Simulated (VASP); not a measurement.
Wanted: the native input for a VASP 6.6.1 run.

```yaml
Task: electric field gradients
Functional: LDA
Potentials_or_basis: VASP PAW LDA potentials, release 64 (Sc_sv)
Cutoff: 520 eV
k_mesh: 13 × 13 × 7
Occupations: fermi-dirac, width 0.03 eV
Spin: no spin polarisation
Dipole_correction: no
Further_INCAR_settings: ALGO = Normal; EDIFF = 1e-08; NBANDS = 18
```

The structure of Sc lies in POSCAR:

```
Sc
1.0
    3.3087978973      0.0000000000      0.0000000000
   -1.6543989486      2.8655030350      0.0000000000
    0.0000000000      0.0000000000      5.2680000000
Sc
2
Direct
    0.3333333333      0.6666666667      0.2500000000
    0.6666666667      0.3333333333      0.7500000000
```

The input as run:

INCAR

```
SYSTEM = Sc
PREC = Accurate
ENCUT = 520
EDIFF = 1E-8
ISMEAR = -1
SIGMA = 0.03
LREAL = .FALSE.
LASPH = .TRUE.
NELM = 100
ALGO = Normal
ISIF = 2
LWAVE = .FALSE.
LCHARG = .FALSE.
LEFG = .TRUE.
NBANDS = 18
```

KPOINTS

```
regular mesh
0
G
  13 13 7
  0 0 0
```

Potentials or basis: VASP PAW LDA potentials, release 64 (Sc_sv).

The run is started by

```sh
$ cat potpaw_LDA.64/Sc_sv/POTCAR > POTCAR
$ mpirun -np 1 vasp_std > vasp.out
```

Results of the run:

- Pressure: -5.2 GPa
- Band gap on the k mesh: zero (band 11 reaches 4.10 eV, above the bottom of band 12 at 2.90 eV)

Caveat: without QUAD_EFG the Cq values of the log hold for a quadrupole moment of 1 mb, not for the nuclei.

Run time: 44 s on 1 thread of AMD EPYC 9R45 96-Core Processor (Zen 5) (shared host), peak memory 0.16 GiB.
